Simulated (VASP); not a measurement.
# HfN (P6_3/mmc) in VASP: a series of runs

HfN is run at these levels: PBEsol, LDA, BLYP; tasks: single point.

Program: VASP 6.6.1. These are calculated values, not measurements. Logs are shortened: lines on timing, memory, paths and dates and some standing lists are left out, and cuts for length are marked.

### Step 1. The cell of the first run

The structure is hexagonal, space group P6_3/mmc (No. 194). The conventional cell has a = 3.134 Å, b = 3.134 Å, c = 5.417 Å, α = 90.00°, β = 90.00°, γ = 120.00°. Within 3.0 Å of Hf (site symmetry -6m2) lie 6 N at 2.26 Å. N (site symmetry -3m) has 6 Hf at 2.26 Å and 2 N at 2.71 Å within 3.0 Å.

### Step 2. Single point, PBEsol

INCAR

```
SYSTEM = HfN
ALGO = Normal ; EDIFF = 1E-6
ENCUT = 520 ; GGA = PS
ISIF = 2 ; ISMEAR = 1
LASPH = .True. ; LCHARG = .True.
LELF = .True. ; LREAL = .False.
LVHAR = .True. ; LWAVE = .False.
NBANDS = 23 ; NELM = 60
PREC = Accurate ; SIGMA = 0.15
```

KPOINTS

```
k-points
0
Gamma
  9 9 5
  0 0 0
```

POSCAR

```
HfN
1.0
    3.1339080000      0.0000000000      0.0000000000
   -1.5669540000      2.7140440000      0.0000000000
    0.0000000000      0.0000000000      5.4167680000
Hf N
2 2
Direct
    0.6666666667      0.3333333333      0.7500000000
    0.3333333333      0.6666666667      0.2500000000
    0.0000000000      0.0000000000      0.0000000000
    0.0000000000      0.0000000000      0.5000000000
```

Potentials or basis: VASP PAW PBE potentials, release 64 (Hf_pv, N).

Launch:

```
$ cat potpaw_PBE.64/Hf_pv/POTCAR potpaw_PBE.64/N/POTCAR > POTCAR
$ mpirun -np 1 vasp_std > vasp.out
```

OUTCAR:

```text
SYSTEM = HfN
   EDIFF = 1E-6
   ENCUT = 520
   GGA = PS
   ISIF = 2
   ISMEAR = 1
   LASPH = .True.
   LREAL = .False.
   NELM = 60
   PREC = Accurate

 ion  position               nearest neighbor table
   1  0.667  0.333  0.750-   3 2.26   4 2.26   3 2.26   4 2.26   3 2.26   4 2.26   2 3.26   2 3.26
                             2 3.26   2 3.26   2 3.26   2 3.26
   2  0.333  0.667  0.250-   3 2.26   4 2.26   3 2.26   4 2.26   3 2.26   4 2.26   1 3.26   1 3.26
                             1 3.26   1 3.26   1 3.26   1 3.26
   3  0.000  0.000  0.000-   1 2.26   2 2.26   1 2.26   2 2.26   1 2.26   2 2.26
   4  0.000  0.000  0.500-   1 2.26   2 2.26   1 2.26   2 2.26   1 2.26   2 2.26

  LATTYP: Found a hexagonal cell.
 ALAT       =     3.1339080000
 C/A-ratio  =     1.7284387417

  Lattice vectors:

 A1 = (   3.1339080000,   0.0000000000,   0.0000000000)
 A2 = (  -1.5669540000,   2.7140440000,   0.0000000000)
 A3 = (   0.0000000000,   0.0000000000,   5.4167680000)

Analysis of symmetry for initial positions (statically):
=====================================================================
 Subroutine PRICEL returns:
 Original cell was already a primitive cell.

 Routine SETGRP: Setting up the symmetry group for a
 hexagonal supercell.

 Subroutine GETGRP returns: Found 24 space group operations
 (whereof 12 operations were pure point group operations)
 out of a pool of 24 trial point group operations.

The static configuration has the point symmetry D_3d.
 The point group associated with its full space group is D_6h.

Analysis of symmetry for dynamics (positions and initial velocities):
=====================================================================
 Subroutine PRICEL returns:
 Original cell was already a primitive cell.

 Routine SETGRP: Setting up the symmetry group for a
 hexagonal supercell.

 Subroutine GETGRP returns: Found 24 space group operations
 (whereof 12 operations were pure point group operations)
 out of a pool of 24 trial point group operations.

The dynamic configuration has the point symmetry D_3d.
 The point group associated with its full space group is D_6h.

 Subroutine INISYM returns: Found 24 space group operations
 (whereof 12 operations are pure point group operations),
 and found     1 'primitive' translations

----------------------------------------------------------------------------------------

                                     Primitive cell

  volume of cell :      46.0727

  direct lattice vectors                    reciprocal lattice vectors
     3.133908000  0.000000000  0.000000000     0.319090414  0.184226932  0.000000000
    -1.566954000  2.714044000  0.000000000     0.000000000  0.368453864  0.000000000
     0.000000000  0.000000000  5.416768000     0.000000000  0.000000000  0.184611931

  length of vectors
     3.133908000  3.133908051  5.416768000     0.368453870  0.368453864  0.184611931

  position of ions in fractional coordinates (direct lattice)
     0.666666667  0.333333333  0.750000000
     0.333333333  0.666666667  0.250000000
     0.000000000  0.000000000  0.000000000
     0.000000000  0.000000000  0.500000000

  ion indices of the primitive-cell ions
   primitive index   ion index
                 1           1
                 2           2
                 3           3
                 4           4

----------------------------------------------------------------------------------------

 KPOINTS: k-points

Automatic generation of k-mesh.
 Grid dimensions read from file:
 generate k-points for:    9    9    5

 Generating k-lattice:

  Cartesian coordinates                     Fractional coordinates (reciprocal lattice)
     0.035454490  0.020469659  0.000000000     0.111111111 -0.000000000  0.000000000
     0.000000000  0.040939318  0.000000000     0.000000000  0.111111111  0.000000000
     0.000000000  0.000000000  0.036922386     0.000000000  0.000000000  0.200000000

  Length of vectors
     0.040939319  0.040939318  0.036922386

  Shift w.r.t. Gamma in fractional coordinates (k-lattice)
     0.000000000  0.000000000  0.000000000

 Subroutine IBZKPT returns following result:
 ===========================================

 Found     36 irreducible k-points:

 Following reciprocal coordinates:
            Coordinates               Weight
  0.000000  0.000000  0.000000      1.000000
  0.111111  0.000000  0.000000      6.000000
  0.222222  0.000000  0.000000      6.000000
  0.333333  0.000000  0.000000      6.000000
  0.444444  0.000000  0.000000      6.000000
  0.111111  0.111111  0.000000      6.000000
[... 16 lines left out ...]
  0.333333  0.222222  0.200000     24.000000
  0.333333  0.333333  0.200000      4.000000
 [... further k-points ...]
   k-points           NKPTS =     36   k-points in BZ     NKDIM =     36   number of bands    NBANDS=     23
   number of dos      NEDOS =    301   number of ions     NIONS =      4
   total plane-waves  NPLWV =  23040
   dimension x,y,z NGX =    24 NGY =   24 NGZ =   40
   dimension x,y,z NGXF=    48 NGYF=   48 NGZF=   80
   ions per type =               2   2
   NGX,Y,Z   is equivalent  to a cutoff of  12.73, 12.73, 12.28 a.u.
   NGXF,Y,Z  is equivalent  to a cutoff of  25.46, 25.46, 24.55 a.u.
 SYSTEM =  HfN
   PREC   = accura    normal or accurate (medium, high low for compatibility)
   ISTART =      0    job   : 0-new  1-cont  2-samecut
   ICHARG =      2    charge: 1-file 2-atom 10-const
   ISPIN  =      1    spin polarized calculation?
   LNONCOLLINEAR =      F non collinear calculations
   LSORBIT =      F    spin-orbit coupling
   LASPH  =      T    aspherical Exc in radial PAW
   ENCUT  =  520.0 eV  38.22 Ry    6.18 a.u.   5.83  5.83 10.07*2*pi/ulx,y,z
   NELM   =     60;   NELMIN=  2; NELMDL= -5     # of ELM steps
   EDIFF  = 0.1E-05   stopping-criterion for ELM
   LREAL  =      F    real-space projection
   EDIFFG = 0.1E-04   stopping-criterion for IOM
   NSW    =      0    number of steps for IOM
   IBRION =     -1    ionic relax: 0-MD 1-quasi-New 2-CG
   NFREE  =      0    steps in history (QN), initial steepest desc. (CG)
   ISIF   =      2    stress and relaxation
   ISYM   =      2    0-nonsym 1-usesym 2-fastsym
   POTIM  = 0.5000    time-step for ionic-motion
   TEBEG  =    0.0;   TEEND  =   0.0 temperature during run
   PSTRESS=    0.0 pullay stress
   NELECT =      30.0000    total number of electrons
   NUPDOWN=      -1.0000    fix difference up-down
   EMIN   =  10.00;   EMAX   =-10.00  energy-range for DOS
   EFERMI =   0.00;   METHOD = LEGACY
   ISMEAR =     1;   SIGMA  =   0.15  broadening in eV -4-tet -1-fermi 0-gaus
   EFERMI_NEDOS =   21; number of points for ismear=-14 and -15
   IALGO  =     38    algorithm
   IMIX   =      4    mixing-type and parameters
     AMIX     =   0.40;   BMIX     =  1.00
     AMIX_MAG =   1.60;   BMIX_MAG =  1.00
  volume/ion in A,a.u.               =      11.52        77.73
  Fermi-wavevector in a.u.,A,eV,Ry     =   1.418951  2.681429 27.394277  2.013423
  Thomas-Fermi vector in A             =   2.540023
   LORBIT       =      0    0 simple, 1 ext, 2 COOP (PROOUT), +10 PAW based schemes
   GGA     = PS    functional components
   LHFCALC =     F    Hartree Fock is set to
   AEXX    =    0.0000 exact exchange contribution
   IVDW    =     0    specifies the selected vdW correction
   LEPSILON=     F    determine dielectric tensor
   LRPA    =     F    only Hartree local field effects (RPA)
 non-spin polarized calculation
 Methfessel and Paxton  Order N= 1 SIGMA  =   0.15
  energy-cutoff  :      520.00
  volume of cell :       46.07
 maximum number of plane-waves:      1275
 NGX is ok and might be reduce to    24
   NGX = 11   NGY = 11   NGZ = 21

 number of electron      30.0000001 magnetization

 Free energy of the ion-electron system (eV)
  ---------------------------------------------------
  ext. energy  EPLUGINS =         0.00000000
  ---------------------------------------------------
  free energy    TOTEN  =       -45.85109813 eV

  energy without entropy =      -45.84841719  energy(sigma->0) =      -45.85020449

 E-fermi :   7.8547     XC(G=0): -12.9032

 val. band max:        7.8025928270   @ k =   0.3333   0.0000   0.4000
 cond. band min:       7.8823036579   @ k =   0.3333   0.3333   0.0000
 fundamental gap:      0.0797108310
 Fermi energy:         7.8547211359

 k-point     1 :       0.0000    0.0000    0.0000
  band No.  band energies     occupation
      1     -23.8804      2.00000
      2     -23.0091      2.00000
      3     -22.9051      2.00000
      4     -22.9051      2.00000
      5     -22.8435      2.00000
      6     -22.8435      2.00000
[... 15 lines left out ...]
     22      13.4045      0.00000
     23      13.4045      0.00000

 k-point     2 :       0.1111    0.0000    0.0000
  band No.  band energies     occupation
      1     -23.8362      2.00000
      2     -23.0132      2.00000
      3     -23.0117      2.00000
      4     -22.9449      2.00000
      5     -22.9377      2.00000
      6     -22.8540      2.00000
[... 15 lines left out ...]
     22      12.9576      0.00000
     23      13.3608      0.00000

 k-point     3 :       0.2222    0.0000    0.0000
  band No.  band energies     occupation
      1     -23.7164      2.00000
      2     -23.2857      2.00000
      3     -23.1785      2.00000
      4     -23.0304      2.00000
      5     -23.0114      2.00000
      6     -22.8885      2.00000
[... 15 lines left out ...]
     22      12.6137      0.00000
     23      12.8138      0.00000
[... 495 lines left out ...]
 k-point    23 :       0.3333    0.2222    0.2000
  band No.  band energies     occupation
      1     -23.6856      2.00000
      2     -23.5525      2.00000
      3     -23.3685      2.00000
      4     -23.2644      2.00000
      5     -23.1983      2.00000
      6     -23.1107      2.00000
[... 15 lines left out ...]
     22      14.1756      0.00000
     23      15.0104      0.00000

 k-point    24 :       0.3333    0.3333    0.2000
  band No.  band energies     occupation
      1     -23.6253      2.00000
      2     -23.4663      2.00000
      3     -23.4663      2.00000
      4     -23.3748      2.00000
      5     -23.1737      2.00000
      6     -23.1737      2.00000
[... 15 lines left out ...]
     22      13.9297      0.00000
     23      15.5084      0.00000

 [... further k-points ...]
[... 5 lines left out ...]
  --------------------------------------------------------------------------------------
  -------------------------------------------------------------------------------------
  Total       -1.2710652     -1.2710653     -1.3745256      0.0000000      0.0000000      0.0000000
  in kB      -44.2013016    -44.2013036    -47.7991375      0.0000000      0.0000000      0.0000000
  external PRESSURE =     -45.4005809 kB  Pullay stress =       0.0000000 kB

 VOLUME and BASIS-vectors are now :
 -----------------------------------------------------------------------------
  energy-cutoff  :      520.00
  volume of cell :       46.07
      direct lattice vectors                 reciprocal lattice vectors
     3.133908000  0.000000000  0.000000000     0.319090414  0.184226932  0.000000000
    -1.566954000  2.714044000  0.000000000     0.000000000  0.368453864  0.000000000
     0.000000000  0.000000000  5.416768000     0.000000000  0.000000000  0.184611931

 POSITION                                       TOTAL-FORCE (eV/Angst)
 -----------------------------------------------------------------------------------
      1.56695      0.90468      4.06258         0.000000     -0.000000      0.000000
     -0.00000      1.80936      1.35419        -0.000000      0.000000      0.000000
      0.00000      0.00000      0.00000         0.000000      0.000000      0.000000
      0.00000      0.00000      2.70838         0.000000      0.000000      0.000000
 -----------------------------------------------------------------------------------
    total drift:                               -0.000000      0.000000     -0.000000

  FREE ENERGIE OF THE ION-ELECTRON SYSTEM (eV)
  ---------------------------------------------------
  free  energy   TOTEN  =       -45.8510981343 eV

  energy  without entropy=      -45.8484171940  energy(sigma->0) =      -45.85020449
```

Run time: 70 s. Hardware: 1 thread of AMD EPYC 7R13, shared host; peak memory 0.15 GiB.

What came out:

```
Free energy            : -45.8511 eV
Pressure               : -4.5 GPa
Band gap on the k mesh : zero (band 15 reaches 9.19 eV, above the bottom of band 16 at 7.52 eV)
```

Caveat: the PAW data sets were made with another functional, which shifts forces and pressure a little; spin-orbit coupling is left out, which moves the levels of the heavy elements.

### Step 3. Single point, LDA

INCAR

```
SYSTEM = HfN
PREC = Accurate
ENCUT = 520
EDIFF = 1E-6
ISMEAR = 1
SIGMA = 0.15
LREAL = .FALSE.
LASPH = .TRUE.
NELM = 80
ALGO = Normal
ISIF = 2
LWAVE = .FALSE.
LCHARG = .FALSE.
GGA = CA
NBANDS = 23
```

KPOINTS

```
Automatic mesh
0
G
  9 9 5
  0 0 0
```

POSCAR is that of step 2.

Potentials or basis: VASP PAW LDA potentials, release 64 (Hf_pv, N).

Launch:

```
$ cat potpaw_LDA.64/Hf_pv/POTCAR potpaw_LDA.64/N/POTCAR > POTCAR
$ mpirun -np 1 vasp_std > vasp.out
```

It took 62 s on 1 thread of AMD EPYC 7R13, shared host; peak memory 0.13 GiB.

It converged, with:

* Free energy: -47.5474 eV
* Pressure: -10.1 GPa
* Band gap on the k mesh: zero (band 15 reaches 9.18 eV, above the bottom of band 16 at 7.51 eV)

Stress tensor (GPa, compression positive):
```
-10.01   0.00   0.00
  0.00 -10.01   0.00
  0.00   0.00 -10.30
```

Levels at points of the mesh, in eV from the Fermi level:
| k point | band 13 | band 14 | band 15 | band 16 | band 17 | band 18 |
| --- | --- | --- | --- | --- | --- | --- |
| (0.00, 0.00, 0.00) | -3.67 | -1.78 | -0.76 | 0.58 | 0.58 | 1.10 |

Caveat: spin-orbit coupling is left out, which moves the levels of the heavy elements.

### Step 4. Single point, BLYP

INCAR

```
SYSTEM = HfN
AGGAC = 1.0
AGGAX = 1.0
ALDAC = 0.0
ALDAX = 1.0
ALGO = Normal
EDIFF = 1E-6
ENCUT = 520
GGA = B5
ISIF = 2
ISMEAR = 1
LASPH = .True.
LCHARG = .False.
LREAL = .False.
LWAVE = .False.
NBANDS = 23
NELM = 60
PREC = Accurate
SIGMA = 0.15
```

KPOINTS

```
k-points
0
Gamma
  9 9 5
  0 0 0
```

POSCAR is that of step 3.

Potentials or basis: VASP PAW PBE potentials, release 64 (Hf_pv, N).

Launch:

```
$ cat potpaw_PBE.64/Hf_pv/POTCAR potpaw_PBE.64/N/POTCAR > POTCAR
$ mpirun -np 1 vasp_std > vasp.out
```

Wall time 94 s (1 thread of AMD EPYC 7R13, shared host); peak memory 0.15 GiB.

It converged, with:

| Quantity | Value |
| --- | --- |
| Free energy | -39.8360 eV |
| Pressure | 13.2 GPa |
| Band gap on the k mesh | zero (band 15 reaches 9.88 eV, above the bottom of band 16 at 8.26 eV) |

Stress tensor (GPa, compression positive):
```
12.50  0.00  0.00
 0.00 12.50  0.00
 0.00  0.00 14.67
```

Levels at points of the mesh, in eV from the Fermi level:
```tsv
k point	band 12	band 13	band 14	band 15	band 16	band 17	band 18	band 19
(0.00, 0.00, 0.00)	-3.76	-3.76	-1.90	-0.69	0.59	0.59	1.15	1.73
```

Caveat: the PAW data sets were made with another functional, which shifts forces and pressure a little; spin-orbit coupling is left out, which moves the levels of the heavy elements.

### Step 5. The runs side by side

| level | potentials or basis | gap on the mesh (eV) | pressure (GPa) |
| --- | --- | --- | --- |
| PBEsol | VASP PAW PBE potentials, release 64 (Hf_pv, N) | none | -4.5 |
| LDA | VASP PAW LDA potentials, release 64 (Hf_pv, N) | none | -10.1 |
| BLYP | VASP PAW PBE potentials, release 64 (Hf_pv, N) | none | 13.2 |

Alike in all rows: task single point; no spin polarisation; cell as given; k mesh 9 × 9 × 5; cutoff (eV) 520; smearing methfessel-paxton 0.15 eV.

Caveats: spin-orbit coupling is left out, which moves the levels of the heavy elements; the PAW data sets were made with another functional, which shifts forces and pressure a little (some runs).

Absolute energies hang on the potentials; compare differences alone.
